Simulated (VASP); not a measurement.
TaSi2:

```
Ta Si
1.0
     4.78390    0.00000    0.00000
    -2.39195    4.14298    0.00000
     0.00000    0.00000    6.57000
Ta Si
3 6
Direct
  0.00000 0.50000 0.33333
  0.50000 0.50000 0.66667
  0.50000 0.00000 0.00000
  0.31794 0.15897 0.33333
  0.15897 0.84103 0.66667
  0.84103 0.68206 0.00000
  0.68206 0.84103 0.33333
  0.84103 0.15897 0.66667
  0.15897 0.31794 0.00000
```

Base run:

- Program: VASP 6.6.1
- Functional: PBEsol
- Dispersion: D3(BJ)
- Potentials or basis: VASP PAW PBE potentials, release 64 (Ta_pv, Si)
- Cutoff: 520 eV
- k mesh: 7 × 7 × 4
- Occupations: fermi-dirac, width 0.05 eV
- Spin: no spin polarisation

Its results: band gap on the k mesh zero (an odd number of electrons rules out a gap without spin polarisation); pressure -7.9 GPa; largest force 0.059 eV/Å.

Question: The run is repeated on the same cell with these changes: dispersion from D3(BJ) to none. What comes out?

Answer: Band gap on the k mesh zero (an odd number of electrons rules out a gap without spin polarisation); pressure -1.9 GPa; largest force 0.057 eV/Å.

Dispersion adds attraction, which lowers the pressure at fixed volume and, as a term added to the energy, leaves the levels alone.

Caveats: the PAW data sets were made with another functional, which shifts forces and pressure a little; spin-orbit coupling is left out, which moves the levels of the heavy elements; three body term missing (at least some runs); the cell stands under tension (at least some runs).
